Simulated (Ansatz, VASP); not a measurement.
**Ge: VASP beside Ansatz**

```xyz
4
Lattice="4.0133 0.0000 0.0000 -2.0066 3.4756 0.0000 0.0000 0.0000 20.0960" Properties=species:S:1:pos:R:3 pbc="T T T"
Ge    0.0000    1.1585    7.9886
Ge    0.0000    3.4756    8.7409
Ge    0.0000    3.4756   11.3551
Ge    2.0066    2.3171   12.1074
```

Alike in both runs: task single point; functional PBEsol; k mesh 9 × 9 × 1; occupations fermi-dirac, width 0.02 eV; no spin polarisation.

|  | VASP | Ansatz |
| --- | --- | --- |
| version | VASP 6.6.1 | Ansatz 0.2.0 |
| potentials or method | VASP PAW PBE potentials, release 64 (Ge_d) | PAW with Ansatz's default frozen-core files, scalar-relativistic |
| plane-wave cutoff (eV) | 520 | 420 |
| valence electrons in the cell | 56 | 56 |

```tsv
	VASP	Ansatz	Ansatz less VASP
rms of the force components (eV/Å)	0.007	0.003	-0.0046
```

VASP's potentials were made for PBE, not for PBEsol. Atom by atom the forces differ by 0.005 eV/Å (rms over components).
